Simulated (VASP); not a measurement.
TiO2: relaxation of cell and atoms with LDA

The system is TiO2.

```
Ti O
1.0
     2.70603   -2.70666    0.00000
     2.70603    2.70666    0.00000
    -2.63353    0.00000    4.79664
Ti O
2 4
Cartesian
  2.0477 1.9807 1.1992
  0.7309 -1.9807 3.5975
  -0.6205 -0.6563 3.2001
  3.3990 0.6563 1.5966
  2.0823 -0.6563 3.9949
  0.6963 0.6563 0.8018
```

- Program: VASP 6.6.1
- Task: relaxation of cell and atoms
- Functional: LDA
- Potentials or basis: VASP PAW LDA potentials, release 64 (Ti_sv, O)
- Cutoff: 600 eV
- k mesh: 6 × 6 × 4
- Occupations: gaussian, width 0.1 eV
- Spin: no spin polarisation
- Dipole correction: no
- Further INCAR settings: ALGO = Normal; EDIFF = 1e-06; IBRION = 2; EDIFFG = -0.05; NSW = 100; ISIF = 3

```json
{
  "Relaxed volume": "11.05 Å³/atom",
  "Relaxed cell": "a = 3.747 Å, b = 3.747 Å, c = 5.388 Å, α = 109.86°, β = 109.86°, γ = 89.98°",
  "Space group after relaxing (to 0.1 Å)": "I4_1/amd (No. 141)",
  "Energy gained by relaxing": "27.3 meV/atom",
  "Ionic steps": "9",
  "Pressure after relaxing": "0.0 GPa",
  "Largest force after relaxing": "0.022 eV/Å",
  "Band gap on the k mesh": "2.09 eV (least direct gap 2.40 eV)"
}
```

Forces on the atoms (eV/Å):
```
Ti   0.000  0.009  0.000
Ti   0.000 -0.009  0.000
O    0.012 -0.018  0.004
O   -0.012  0.018 -0.004
O   -0.012 -0.018 -0.004
O    0.012  0.018  0.004
```

Stress tensor (GPa, compression positive):
```
-0.10  0.00 -0.41
 0.00 -0.05  0.00
-0.41  0.00  0.10
```

The path:
| step | energy change (eV) | largest force (eV/Å) | pressure (GPa) | volume (Å³) |
| --- | --- | --- | --- | --- |
| 1 | 0.0000 | 0.3156 | -12.12 | 70.26 |
| 2 | 0.1539 | 0.8424 | 21.24 | 61.64 |
| 3 | -0.1569 | 0.1333 | -0.32 | 66.50 |
| 4 | -0.1569 | 0.1348 | -0.10 | 66.43 |
| 5 | -0.1605 | 0.1074 | 0.02 | 66.27 |
| 6 | -0.1605 | 0.1072 | 0.08 | 66.28 |
| 7 | -0.1616 | 0.0747 | 0.04 | 66.29 |
| 8 | -0.1625 | 0.0598 | -0.01 | 66.32 |
| 9 | -0.1635 | 0.0221 | -0.02 | 66.33 |

Final structure:
```
CELL_PARAMETERS angstrom
2.64983 -2.64872 -0.00270
2.64983 2.64872 -0.00270
-2.58362 0.00000 4.72779
ATOMIC_POSITIONS crystal
Ti 0.12853 0.87147 0.25000
Ti 0.87147 0.12853 0.75000
O 0.33114 0.08768 0.66638
O 0.66886 0.91232 0.33362
O 0.91232 0.66886 0.83362
O 0.08768 0.33114 0.16638
```

Levels at points of the mesh, in eV from the valence-band top:
| k point | band 21 | band 22 | band 23 | band 24 | band 25 | band 26 | band 27 | band 28 |
| --- | --- | --- | --- | --- | --- | --- | --- | --- |
| (0.00, 0.00, 0.00) | -0.73 | -0.71 | -0.48 | -0.47 | 2.09 | 2.89 | 4.09 | 4.09 |
| (0.50, 0.00, 0.00) | -2.02 | -1.00 | -0.79 | -0.62 | 3.31 | 3.63 | 3.65 | 3.80 |
| (0.50, 0.50, 0.00) | -2.25 | -2.04 | 0.00 | 0.00 | 3.40 | 3.45 | 3.85 | 4.03 |
| (0.00, 0.00, 0.50) | -1.25 | -1.25 | -0.08 | -0.08 | 2.47 | 2.47 | 3.87 | 3.87 |
| (0.50, 0.00, 0.50) | -2.00 | -0.99 | -0.79 | -0.62 | 3.28 | 3.63 | 3.68 | 3.74 |
| (0.50, 0.50, 0.50) | -2.14 | -2.14 | -0.01 | -0.01 | 3.42 | 3.42 | 3.94 | 3.94 |

It took 3.8 min on 1 thread of Intel(R) Xeon(R) 6975P-C (Granite Rapids) (shared host), peak memory 0.25 GiB.

Caveat: the relaxation stopped at a loose force limit of 0.05 eV/Å, so its end isn't a converged minimum. A k mesh can miss the band edges.
